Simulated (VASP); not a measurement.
# ZnMo3 (Pm-3m) in VASP: further runs

Runs on ZnMo3. Level: PBE. Tasks: single point, relaxation of volume and atoms at fixed shape.

Program: VASP 6.6.1. These are calculated values, not measurements. Logs are shortened: lines on timing, memory, paths and dates and some standing lists are left out, and cuts for length are marked.

**1. The cell of the first run**

It takes space group Pm-3m (No. 221, cubic). The conventional cell has a = 3.935 Å, b = 3.935 Å, c = 3.935 Å, α = 90.00°, β = 90.00°, γ = 90.00°. Zn (site symmetry m-3m) has 12 Mo at 2.78 Å within 3.7 Å. Within 3.7 Å of Mo (site symmetry 4/mmm) lie 4 Zn at 2.78 Å and 8 Mo at 2.78 Å.

**2. Single point, PBE**

The input, INCAR:

```
SYSTEM = ZnMo3
  PREC = Accurate
  ENCUT = 520
  EDIFF = 1E-6
  ISMEAR = 0
  SIGMA = 0.05
  LREAL = .False.
  LASPH = .True.
  NELM = 100
  ALGO = Normal
  ISIF = 2
  LWAVE = .False.
  LCHARG = .False.
  GGA = PE
  NBANDS = 35
```

The input, KPOINTS:

```
regular mesh
0
Gamma
  7 7 7
  0 0 0
```

The input, POSCAR:

```
ZnMo3
1.0
    3.9354180419      0.0000000000      0.0000000000
    0.0000000000      3.9354180419      0.0000000000
    0.0000000000      0.0000000000      3.9354180419
Zn Mo
1 3
Direct
    0.0000000000      0.0000000000      0.0000000000
    0.0000000000      0.5000000000      0.5000000000
    0.5000000000      0.0000000000      0.5000000000
    0.5000000000      0.5000000000      0.0000000000
```

Potentials or basis: VASP PAW PBE potentials, release 64 (Zn, Mo_sv).

On the command line:

```console
cat potpaw_PBE.64/Zn/POTCAR potpaw_PBE.64/Mo_sv/POTCAR > POTCAR
mpirun -np 1 vasp_std > vasp.out
```

OUTCAR:

```text
SYSTEM = ZnMo3
   PREC = Accurate
   ENCUT = 520
   EDIFF = 1E-6
   ISMEAR = 0
   LREAL = .False.
   LASPH = .True.
   NELM = 100
   ISIF = 2
   GGA = PE

 ion  position               nearest neighbor table
   1  0.000  0.000  0.000-   2 2.78   3 2.78   4 2.78   2 2.78   3 2.78   2 2.78   4 2.78   2 2.78
                             3 2.78   4 2.78   3 2.78   4 2.78
   2  0.000  0.500  0.500-   1 2.78   3 2.78   4 2.78   1 2.78   4 2.78   1 2.78   3 2.78   1 2.78
                             3 2.78   4 2.78   4 2.78   3 2.78
   3  0.500  0.000  0.500-   1 2.78   2 2.78   4 2.78   1 2.78   4 2.78   2 2.78   4 2.78   4 2.78
                             1 2.78   2 2.78   1 2.78   2 2.78
   4  0.500  0.500  0.000-   1 2.78   2 2.78   3 2.78   2 2.78   3 2.78   1 2.78   3 2.78   3 2.78
                             1 2.78   2 2.78   2 2.78   1 2.78

  LATTYP: Found a simple cubic cell.
 ALAT       =     3.9354180419

  Lattice vectors:

 A1 = (   3.9354180419,   0.0000000000,   0.0000000000)
 A2 = (   0.0000000000,   3.9354180419,   0.0000000000)
 A3 = (   0.0000000000,   0.0000000000,   3.9354180419)

Analysis of symmetry for initial positions (statically):
=====================================================================
 Subroutine PRICEL returns:
 Original cell was already a primitive cell.

 Routine SETGRP: Setting up the symmetry group for a
 simple cubic supercell.

 Subroutine GETGRP returns: Found 48 space group operations
 (whereof 48 operations were pure point group operations)
 out of a pool of 48 trial point group operations.

The static configuration has the point symmetry O_h .

Analysis of symmetry for dynamics (positions and initial velocities):
=====================================================================
 Subroutine PRICEL returns:
 Original cell was already a primitive cell.

 Routine SETGRP: Setting up the symmetry group for a
 simple cubic supercell.

 Subroutine GETGRP returns: Found 48 space group operations
 (whereof 48 operations were pure point group operations)
 out of a pool of 48 trial point group operations.

The dynamic configuration has the point symmetry O_h .

 Subroutine INISYM returns: Found 48 space group operations
 (whereof 48 operations are pure point group operations),
 and found     1 'primitive' translations

----------------------------------------------------------------------------------------

                                     Primitive cell

  volume of cell :      60.9498

  direct lattice vectors                    reciprocal lattice vectors
     3.935418042  0.000000000  0.000000000     0.254102611  0.000000000  0.000000000
[... 90 lines left out ...]
   NFREE  =      0    steps in history (QN), initial steepest desc. (CG)
   ISIF   =      2    stress and relaxation
   ISYM   =      2    0-nonsym 1-usesym 2-fastsym
   POTIM  = 0.5000    time-step for ionic-motion
   TEBEG  =    0.0;   TEEND  =   0.0 temperature during run
   PSTRESS=    0.0 pullay stress
   NELECT =      54.0000    total number of electrons
   NUPDOWN=      -1.0000    fix difference up-down
   EMIN   =  10.00;   EMAX   =-10.00  energy-range for DOS
   EFERMI =   0.00;   METHOD = LEGACY
   ISMEAR =     0;   SIGMA  =   0.05  broadening in eV -4-tet -1-fermi 0-gaus
   EFERMI_NEDOS =   21; number of points for ismear=-14 and -15
   IALGO  =     38    algorithm
   IMIX   =      4    mixing-type and parameters
     AMIX     =   0.40;   BMIX     =  1.00
     AMIX_MAG =   1.60;   BMIX_MAG =  1.00
  volume/ion in A,a.u.               =      15.24       102.83
  Fermi-wavevector in a.u.,A,eV,Ry     =   1.572348  2.971306 33.637368  2.472277
  Thomas-Fermi vector in A             =   2.673795
   LORBIT       =      0    0 simple, 1 ext, 2 COOP (PROOUT), +10 PAW based schemes
   GGA     = PE    functional components
   LHFCALC =     F    Hartree Fock is set to
   AEXX    =    0.0000 exact exchange contribution
   IVDW    =     0    specifies the selected vdW correction
   LEPSILON=     F    determine dielectric tensor
   LRPA    =     F    only Hartree local field effects (RPA)
 non-spin polarized calculation
 Gauss-broadening in eV      SIGMA  =   0.05
  energy-cutoff  :      520.00
  volume of cell :       60.95
 maximum number of plane-waves:      1659
 NGX is ok and might be reduce to    30
   NGX = 15   NGY = 15   NGZ = 15

 number of electron      54.0000003 magnetization

 Free energy of the ion-electron system (eV)
  ---------------------------------------------------
  ext. energy  EPLUGINS =         0.00000000
  ---------------------------------------------------
  free energy    TOTEN  =       -33.17821939 eV

  energy without entropy =      -33.17304452  energy(sigma->0) =      -33.17563196

 E-fermi :  10.2846     XC(G=0): -13.0680

 val. band max:       10.2377485848   @ k =   0.4286   0.2857   0.0000
 cond. band min:      10.2980992551   @ k =   0.4286   0.2857   0.0000
 fundamental gap:      0.0603506702
 Fermi energy:        10.2846341072

 k-point     1 :       0.0000    0.0000    0.0000
  band No.  band energies     occupation
      1     -50.7395      2.00000
      2     -50.4686      2.00000
      3     -50.4686      2.00000
      4     -25.1971      2.00000
      5     -25.1971      2.00000
      6     -25.1971      2.00000
[... 749 lines left out ...]
     34      14.2621      0.00000
     35      14.2643      0.00000

------------------------ aborting loop because EDIFF is reached ----------------------------------------

  FORCE on cell =-STRESS in cart. coord.  units (eV):
  Direction    XX          YY          ZZ          XY          YZ          ZX
  --------------------------------------------------------------------------------------
  -------------------------------------------------------------------------------------
  Total        0.2164325      0.2164325      0.2164325     -0.0000000     -0.0000000      0.0000000
  in kB        5.6893213      5.6893213      5.6893213     -0.0000000     -0.0000000      0.0000000
  external PRESSURE =       5.6893213 kB  Pullay stress =       0.0000000 kB

 VOLUME and BASIS-vectors are now :
 -----------------------------------------------------------------------------
  energy-cutoff  :      520.00
  volume of cell :       60.95
      direct lattice vectors                 reciprocal lattice vectors
     3.935418042  0.000000000  0.000000000     0.254102611  0.000000000  0.000000000
     0.000000000  3.935418042  0.000000000     0.000000000  0.254102611  0.000000000
     0.000000000  0.000000000  3.935418042     0.000000000  0.000000000  0.254102611

 POSITION                                       TOTAL-FORCE (eV/Angst)
 -----------------------------------------------------------------------------------
      0.00000      0.00000      0.00000         0.000000      0.000000      0.000000
      0.00000      1.96771      1.96771         0.000000      0.000000      0.000000
      1.96771      0.00000      1.96771         0.000000      0.000000      0.000000
      1.96771      1.96771      0.00000         0.000000      0.000000      0.000000
 -----------------------------------------------------------------------------------
    total drift:                                0.000000      0.000000     -0.000000

  FREE ENERGIE OF THE ION-ELECTRON SYSTEM (eV)
  ---------------------------------------------------
  free  energy   TOTEN  =       -33.1782193934 eV

  energy  without entropy=      -33.1730445243  energy(sigma->0) =      -33.17563196
```

OSZICAR:

```text
N       E                     dE             d eps       ncg     rms          rms(c)
DAV:   1     0.685070551014E+03    0.68507E+03   -0.31290E+04  1432   0.192E+03
DAV:   2     0.647024648870E+01   -0.67860E+03   -0.66325E+03  1449   0.548E+02
DAV:   3    -0.341526824130E+02   -0.40623E+02   -0.39051E+02  1634   0.136E+02
DAV:   4    -0.351942345999E+02   -0.10416E+01   -0.10258E+01  1658   0.190E+01
DAV:   5    -0.352059879471E+02   -0.11753E-01   -0.11747E-01  1553   0.228E+00    0.230E+01
DAV:   6    -0.333843678290E+02    0.18216E+01   -0.52740E+00  1649   0.266E+01    0.752E+00
DAV:   7    -0.332129145271E+02    0.17145E+00   -0.12113E+00  1791   0.941E+00    0.171E+00
DAV:   8    -0.331848640364E+02    0.28050E-01   -0.11605E-01  1628   0.445E+00    0.124E+00
DAV:   9    -0.331787531672E+02    0.61109E-02   -0.27185E-02  1570   0.118E+00    0.136E-01
DAV:  10    -0.331784084748E+02    0.34469E-03   -0.75881E-03  1737   0.673E-01    0.207E-01
DAV:  11    -0.331782160066E+02    0.19247E-03   -0.12251E-03  1786   0.330E-01    0.346E-02
DAV:  12    -0.331782223304E+02   -0.63238E-05   -0.26836E-05  1651   0.386E-02    0.186E-02
DAV:  13    -0.331782196273E+02    0.27031E-05   -0.81958E-06  1649   0.270E-02    0.217E-03
DAV:  14    -0.331782193934E+02    0.23388E-06   -0.31205E-07   817   0.481E-03
   1 F= -.33178219E+02 E0= -.33175632E+02  d E =-.517487E-02
```

stdout:

```text
POSCAR found type information on POSCAR ZnMo
 POSCAR found :  2 types and       4 ions
 scaLAPACK will be used
 LDA part: xc-table for (Slater+PW92), standard interpolation
 POSCAR, INCAR and KPOINTS ok, starting setup
 FFT: planning ... GRIDC
 FFT: planning ... GRID_SOFT
 FFT: planning ... GRID
 WAVECAR not read
 entering main loop
```

Run time: 30 s. Hardware: 1 thread of Intel Xeon 6975P-C, shared host; peak memory 0.18 GiB.

Results:

```yaml
Free_energy: -33.1782 eV
Pressure: 0.6 GPa
Band_gap_on_the_k_mesh: zero (band 27 reaches 11.24 eV, above the bottom of band 28 at 9.78 eV)
```

Levels at points of the mesh, in eV from the Fermi level:
| k point | band 23 | band 24 | band 25 | band 26 | band 27 | band 28 | band 29 | band 30 | band 31 | band 32 |
| --- | --- | --- | --- | --- | --- | --- | --- | --- | --- | --- |
| (0.00, 0.00, 0.00) | -3.06 | -3.06 | 0.95 | 0.95 | 0.95 | 2.10 | 2.10 | 2.10 | 2.68 | 2.68 |

**3. Relaxation of volume and atoms at fixed shape, PBE**

This run uses another cell than the first one, of 15.33 Å³/atom, 1.006 times its volume.

The input, INCAR:

```
SYSTEM = ZnMo3
  PREC = Accurate
  ENCUT = 600
  EDIFF = 1E-6
  ISMEAR = 0
  SIGMA = 0.05
  LREAL = .False.
  LASPH = .True.
  NELM = 100
  ALGO = Normal
  ISIF = 8
  LWAVE = .False.
  LCHARG = .False.
  GGA = PE
  IBRION = 2
  NSW = 80
  EDIFFG = -0.01
```

The input, KPOINTS:

```
Automatic mesh
0
Gamma
  7 7 7
  0 0 0
```

The input, POSCAR:

```
ZnMo3
1.0
    3.9431540000      0.0000000000      0.0000000000
    0.0000000000      3.9431540000      0.0000000000
    0.0000000000      0.0000000000      3.9431540000
Zn Mo
1 3
Direct
    0.0000000000      0.0000000000      0.0000000000
    0.0000000000      0.5000000000      0.5000000000
    0.5000000000      0.0000000000      0.5000000000
    0.5000000000      0.5000000000      0.0000000000
```

Potentials or basis: VASP PAW PBE potentials, release 64 (Zn, Mo_sv).

On the command line:

```console
cat potpaw_PBE.64/Zn/POTCAR potpaw_PBE.64/Mo_sv/POTCAR > POTCAR
mpirun -np 1 vasp_std > vasp.out
```

Wall time 61 s (1 thread of Intel Xeon 6975P-C, shared host); peak memory 0.21 GiB.

It converged, with:

- Free energy: -33.1786 eV
- Relaxed volume: 15.27 Å³/atom
- Relaxed cell: a = 3.938 Å, b = 3.938 Å, c = 3.938 Å, α = 90.00°, β = 90.00°, γ = 90.00°
- Space group after relaxing (to 0.05 Å): Pm-3m (No. 221)
- Energy gained by relaxing: 0.1 meV/atom
- Ionic steps: 3
- Pressure after relaxing: 0.0 GPa
- Band gap on the k mesh: zero (band 27 reaches 11.21 eV, above the bottom of band 28 at 9.75 eV)

The path:
| step | energy change (eV) | largest force (eV/Å) | pressure (GPa) | volume (Å³) |
| --- | --- | --- | --- | --- |
| 1 | 0.0000 | 0.0000 | -0.79 | 61.31 |
| 2 | 0.0016 | 0.0000 | 1.54 | 60.64 |
| 3 | -0.0006 | 0.0000 | 0.02 | 61.08 |

Final structure:
```
Zn Mo
1.0
     3.93828    0.00000    0.00000
     0.00000    3.93828    0.00000
     0.00000    0.00000    3.93828
Zn Mo
1 3
Cartesian
  0.0000 0.0000 0.0000
  0.0000 1.9691 1.9691
  1.9691 0.0000 1.9691
  1.9691 1.9691 0.0000
```

Levels at points of the mesh, in eV from the Fermi level:
| k point | band 24 | band 25 | band 26 | band 27 | band 28 | band 29 | band 30 | band 31 |
| --- | --- | --- | --- | --- | --- | --- | --- | --- |
| (0.00, 0.00, 0.00) | -3.05 | 0.95 | 0.95 | 0.95 | 2.10 | 2.10 | 2.10 | 2.67 |
